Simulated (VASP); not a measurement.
**SiNi (rocksalt type): single point with PBE**

Crystal: SiNi (rocksalt type).

```
Ni Si
1.0
     0.00000    2.25356    2.25356
     2.25356    0.00000    2.25356
     2.25356    2.25356    0.00000
Ni Si
1 1
Cartesian
  0.0000 0.0000 0.0000
  2.2536 2.2536 2.2536
```

```yaml
Program: VASP 6.6.1
Task: single point
Functional: PBE
Potentials_or_basis: VASP PAW PBE potentials, release 64 (Ni, Si)
Cutoff: 520 eV
k_mesh: 15 × 15 × 15
Occupations: fermi-dirac, width 0.1 eV
Spin: no spin polarisation
Dipole_correction: no
Further_INCAR_settings: ALGO = Normal; EDIFF = 1e-06; NBANDS = 14
```

| Quantity | Value |
| --- | --- |
| Pressure | 29.9 GPa |
| Band gap on the k mesh | zero (bands 7 and 8 overlap by 5.67 eV) |

Levels at points of the mesh, in eV from the Fermi level:
| k point | band 3 | band 4 | band 5 | band 6 | band 7 | band 8 | band 9 | band 10 | band 11 | band 12 |
| --- | --- | --- | --- | --- | --- | --- | --- | --- | --- | --- |
| (0.00, 0.00, 0.00) | -3.13 | -3.13 | -3.07 | -3.07 | 4.68 | 4.68 | 4.68 | 10.61 | 10.61 | 10.61 |

Run time: 54 s on 1 thread of Intel Xeon 8259CL (shared host), peak memory 0.16 GiB.

Caveat: the cell stands under pressure. Spin polarisation is off, so any magnetic state and its effect on volume and gap are missing.
